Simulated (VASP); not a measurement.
# Ti (a cell with a defect) in VASP: further runs, part 2 of 2

VASP 6.6.1. The steps go on from the part before.

## Step 4: Single point, PBEsol

INCAR

```
SYSTEM = Ti
ALGO = Normal
EDIFF = 1E-6
ENCUT = 520
GGA = PS
ISIF = 2
ISMEAR = -1
LASPH = .True.
LCHARG = .False.
LREAL = .False.
LWAVE = .False.
NBANDS = 90
NELM = 60
PREC = Accurate
SIGMA = 0.15
```

KPOINTS

```
k-points
0
Gamma
  2 2 2
  0 0 0
```

POSCAR

```
Ti
1.0
    5.9000000000      0.0000000000      0.0000000000
   -4.4250000000      7.6643250000      0.0000000000
    0.0000000000      0.0000000000      4.6846000000
Ti
13
Direct
   -0.0825646197     -0.0847302274     -0.0790462366
    0.0934327880      0.1396730958      0.5703155019
   -0.1307817694      0.2628672453     -0.0276437689
    0.0924513464      0.4914718517      0.3687401272
   -0.0644249003      0.6416481556     -0.0781710285
    0.0803606499      0.8026277591      0.3912393801
    0.4439761530     -0.0547210615     -0.0593220339
    0.6080875524      0.1143088269      0.5190197669
    0.3458686755      0.2167966520      0.1146309183
    0.5997747148      0.5161967949      0.3283524741
    0.3612871726      0.6161795070     -0.1842846775
    0.6052762335      0.8196677463      0.3338385348
    0.5443333985      0.3905236273      0.7603850916
```

Potentials or basis: VASP PAW PBE potentials, release 64 (Ti_sv).

Run with:

```console
$ cat potpaw_PBE.64/Ti_sv/POTCAR > POTCAR
$ mpirun -np 1 vasp_std > vasp.out
```

OUTCAR:

```text
SYSTEM = Ti
   EDIFF = 1E-6
   ENCUT = 520
   GGA = PS
   ISIF = 2
   ISMEAR = -1
   LASPH = .True.
   LREAL = .False.
   NELM = 60
   PREC = Accurate

 ion  position               nearest neighbor table
   1  0.917  0.915  0.921-   2 2.38   5 2.48  12 2.51   9 2.75   6 2.78
   2  0.093  0.140  0.570-   1 2.38   9 2.49  13 2.63   8 2.77   3 2.82   9 2.86
   3  0.869  0.263  0.972-   8 2.57   4 2.57   7 2.68   2 2.82  13 2.85
   4  0.092  0.491  0.369-  11 2.52   3 2.57   6 2.79   5 2.87  10 2.90
   5  0.936  0.642  0.922-  13 2.39   1 2.48   6 2.53  10 2.57  11 2.68   6 2.78   7 2.86   4 2.87

   6  0.080  0.803  0.391-   5 2.53  10 2.71   5 2.78   1 2.78   4 2.79   7 2.82  12 2.89
   7  0.444  0.945  0.941-   8 2.37  12 2.57   3 2.68  11 2.76   6 2.82   9 2.86   5 2.86
   8  0.608  0.114  0.519-   7 2.37   3 2.57  12 2.74   2 2.77   9 2.86  13 2.88
   9  0.346  0.217  0.115-  13 2.17   2 2.49  10 2.51   1 2.75   7 2.86   2 2.86   8 2.86
  10  0.600  0.516  0.328-  13 2.25   9 2.51   5 2.57  12 2.67   6 2.71  13 2.84   4 2.90
  11  0.361  0.616  0.816-   4 2.52   5 2.68  13 2.72   7 2.76  12 2.80
  12  0.605  0.820  0.334-   1 2.51   7 2.57  10 2.67   8 2.74  11 2.80   6 2.89
  13  0.544  0.391  0.760-   9 2.17  10 2.25   5 2.39   2 2.63  11 2.72  10 2.84   3 2.85   8 2.88

  LATTYP: Found a simple monoclinic cell.
 ALAT       =     5.9000000000
 B/A-ratio  =     0.7940000000
 C/A-ratio  =     1.3228756849
 COS(beta)  =    -0.1889822323

  Lattice vectors:

 A1 = (   5.9000000000,   0.0000000000,   0.0000000000)
 A2 = (   0.0000000000,   0.0000000000,   4.6846000000)
 A3 = (  -1.4750000000,  -7.6643250000,   0.0000000000)

Analysis of symmetry for initial positions (statically):
=====================================================================
 Subroutine PRICEL returns:
 Original cell was already a primitive cell.

 Routine SETGRP: Setting up the symmetry group for a
 simple monoclinic supercell.

 Subroutine GETGRP returns: Found  1 space group operations
[... 153 lines left out ...]
 non-spin polarized calculation
  energy-cutoff  :      520.00
  volume of cell :      211.84
 maximum number of plane-waves:      5724
 NGX is ok and might be reduce to    48
   NGX = 21   NGY = 33   NGZ = 17

 number of electron     156.0000000 magnetization

 Free energy of the ion-electron system (eV)
  ---------------------------------------------------
  ext. energy  EPLUGINS =         0.00000000
  ---------------------------------------------------
  free energy    TOTEN  =      -104.61407016 eV

  energy without entropy =     -103.26229415  energy(sigma->0) =     -103.93818216

 E-fermi :   8.6237     XC(G=0): -11.8783

 val. band max:        8.6182310225   @ k =   0.0000   0.0000   0.5000
 cond. band min:       8.6330883766   @ k =   0.0000   0.5000   0.0000
 fundamental gap:      0.0148573541
 Fermi energy:         8.6236788756

 k-point     1 :       0.0000    0.0000    0.0000
  band No.  band energies     occupation
      1     -47.7633      2.00000
      2     -47.6573      2.00000
      3     -47.6437      2.00000
      4     -47.6173      2.00000
      5     -47.5414      2.00000
      6     -47.5092      2.00000
[... 733 lines left out ...]
     89       9.7224      0.00132
     90       9.8859      0.00044

------------------------ aborting loop because EDIFF is reached ----------------------------------------

  FORCE on cell =-STRESS in cart. coord.  units (eV):
  Direction    XX          YY          ZZ          XY          YZ          ZX
  --------------------------------------------------------------------------------------
  -------------------------------------------------------------------------------------
  Total       -2.3066496     10.2461959     13.9888175      3.0612104     -1.4634783     -0.3464557
  in kB      -17.4459154     77.4951993    105.8018225     23.1528960    -11.0687466     -2.6203532
  external PRESSURE =      55.2837021 kB  Pullay stress =       0.0000000 kB

 VOLUME and BASIS-vectors are now :
 -----------------------------------------------------------------------------
  energy-cutoff  :      520.00
  volume of cell :      211.84
      direct lattice vectors                 reciprocal lattice vectors
     5.900000000  0.000000000  0.000000000     0.169491525  0.097855976  0.000000000
    -4.425000000  7.664325000  0.000000000     0.000000000  0.130474634  0.000000000
     0.000000000  0.000000000  4.684600000     0.000000000  0.000000000  0.213465397

 POSITION                                       TOTAL-FORCE (eV/Angst)
 -----------------------------------------------------------------------------------
      1.36280      7.01492      4.31430        -0.823468      0.509771     -0.148824
     -0.06680      1.07050      2.67170        -0.217902      0.123076     -0.873833
      3.96520      2.01470      4.55510         1.294472      0.471256      0.790454
     -1.62930      3.76680      1.72740        -0.260259     -1.086955      0.241439
      2.68060      4.91780      4.31840         0.531020     -0.206528     -1.108094
     -3.07750      6.15160      1.83280         0.865136      1.350606      1.283729
     -1.56340      7.24493      4.40670        -0.705776     -0.457334      0.058230
      3.08190      0.87610      2.43140        -0.924239      0.873815     -1.547981
      1.08130      1.66160      0.53700        -0.161839     -1.605643      0.649624
      1.25450      3.95630      1.53820        -0.259511      0.689274     -0.901596
     -0.59500      4.72260      3.82130         0.619958      0.161335      0.780375
     -0.05590      6.28220      1.56390        -0.263703     -0.540106      1.210732
      1.48350      2.99310      3.56210         0.306111     -0.282567     -0.434255
 -----------------------------------------------------------------------------------
    total drift:                               -0.000126      0.000403      0.000278

  FREE ENERGIE OF THE ION-ELECTRON SYSTEM (eV)
  ---------------------------------------------------
  free  energy   TOTEN  =      -104.6140701626 eV

  energy  without entropy=     -103.2622941539  energy(sigma->0) =     -103.93818216
```

It took 6.7 min on 1 thread of Intel Xeon Platinum 8259CL at 2.50GHz (Skylake/Cascade Lake), shared host; peak memory 0.37 GiB.

What came out:

```yaml
Free_energy: -104.6141 eV
Pressure: 5.5 GPa
Largest_force: 2.054 eV/Å
Band_gap_on_the_k_mesh: zero (bands 78 and 79 overlap by 0.29 eV)
```

Forces in eV/Å, atoms in the order of the input:
```
Ti  -0.823  0.510 -0.149
Ti  -0.218  0.123 -0.874
Ti   1.294  0.471  0.790
Ti  -0.260 -1.087  0.241
Ti   0.531 -0.207 -1.108
Ti   0.865  1.351  1.284
Ti  -0.706 -0.457  0.058
Ti  -0.924  0.874 -1.548
Ti  -0.162 -1.606  0.650
Ti  -0.260  0.689 -0.902
Ti   0.620  0.161  0.780
Ti  -0.264 -0.540  1.211
Ti   0.306 -0.283 -0.434
```

Stress tensor (GPa, compression positive):
```
-1.74  2.32 -0.26
 2.32  7.75 -1.11
-0.26 -1.11 10.58
```

Caveat: the k points lie up to 0.67 Å⁻¹ apart; the atoms stand as in a frame of molecular dynamics; the PAW data sets were made with another functional, which shifts forces and pressure a little.

## Step 5: The runs side by side

| cell | gap on the mesh (eV) | pressure (GPa) | largest force (eV/Å) |
| --- | --- | --- | --- |
| as given, atomic positions A | none | 6.9 | 2.08 |
| as given, atomic positions B | none | 5.5 | 2.29 |
| as given, atomic positions C | none | 5.5 | 2.05 |

Alike in all rows: task single point; level PBEsol; potentials or basis VASP PAW PBE potentials, release 64 (Ti_sv); no spin polarisation; k mesh 2 × 2 × 2; cutoff (eV) 520; smearing fermi-dirac 0.15 eV.

Caveats: all runs use coarse meshes; the atoms stand as in a frame of molecular dynamics; the PAW data sets were made with another functional, which shifts forces and pressure a little.

Absolute energies hang on the potentials; compare differences alone.
